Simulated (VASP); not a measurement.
Wanted: the native input for a VASP 6.6.1 run.

```
Task                   : single point
Functional             : PBE
Potentials or basis    : VASP PAW PBE potentials, release 64 (Li_sv, Nb_sv, O)
Cutoff                 : 520 eV
k mesh                 : 7 × 7 × 7
Occupations            : fermi-dirac, width 0.02 eV
Spin                   : no spin polarisation
Dipole correction      : no
Further INCAR settings : ALGO = Normal; EDIFF = 1e-06; NBANDS = 45
```

The structure of LiNbO3 lies in POSCAR:

```
LiNbO3
1.0
    2.5516595474      1.4732013266      4.4693706337
   -2.5516595474      1.4732013266      4.4693706337
    0.0000000000     -2.9464026532      4.4693706337
Li Nb O
2 2 6
Direct
    0.7500000000      0.7500000000      0.7500000000
    0.2500000000      0.2500000000      0.2500000000
    0.5000000000      0.5000000000      0.5000000000
    0.0000000000      0.0000000000      0.0000000000
    0.6185095953      0.8814904047      0.2500000000
    0.2500000000      0.6185095953      0.8814904047
    0.8814904047      0.2500000000      0.6185095953
    0.7500000000      0.3814904047      0.1185095953
    0.3814904047      0.1185095953      0.7500000000
    0.1185095953      0.7500000000      0.3814904047
```

One way to write it, as run:

INCAR

```
PREC = Accurate
ENCUT = 520
EDIFF = 1E-6
ISMEAR = -1
SIGMA = 0.02
LREAL = F
LASPH = T
NELM = 80
ALGO = Normal
ISIF = 2
LWAVE = F
LCHARG = T
GGA = PE
LELF = T
LVHAR = T
NBANDS = 45
```

KPOINTS

```
Automatic mesh
0
Gamma
  7 7 7
```

Potentials or basis: VASP PAW PBE potentials, release 64 (Li_sv, Nb_sv, O).

The run is started by

```console
$ cat potpaw_PBE.64/Li_sv/POTCAR potpaw_PBE.64/Nb_sv/POTCAR potpaw_PBE.64/O/POTCAR > POTCAR
$ mpirun -np 1 vasp_std > vasp.out
```

It gave:

| Quantity | Value |
| --- | --- |
| Largest force | 0.035 eV/Å |
| Band gap on the k mesh | 2.68 eV (least direct gap 2.75 eV) |

It took 2.8 min on 1 thread of Intel(R) Xeon(R) Platinum 8488C (Sapphire Rapids) (shared host), peak memory 0.34 GiB.
